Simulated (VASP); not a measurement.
Runs of VASP 6.6.1 on Co. The structure is hexagonal, space group P6_3/mmc (No. 194). Conventional cell: a = 2.507 Å, b = 2.507 Å, c = 4.070 Å, α = 90.00°, β = 90.00°, γ = 120.00°. Co (site symmetry -6m2) has 12 Co at 2.50 to 2.51 Å within 3.3 Å. 

```tsv
k mesh	gap on the mesh (eV)	pressure (GPa)	moment (μB)
4 × 4 × 2	none	-12.6	3.36
9 × 9 × 5	none	(a)	3.11
6 × 6 × 3	none	-14.5	3.26
5 × 5 × 3	none	-12.0	3.53
7 × 7 × 4	none	(b)	3.24
```

Alike in all rows: task single point; level PBEsol; potentials or basis VASP PAW PBE potentials, release 64 (Co); spin collinear, ferromagnetic start; cell as given; cutoff (eV) 520; smearing fermi-dirac 0.1 eV.

Fill in the values left out.

(a) -15.1; (b) -14.0.

Caveats: some runs use coarse meshes; the PAW data sets were made with another functional, which shifts forces and pressure a little.

A gap of «none» marks levels without a gap at the run's occupations.
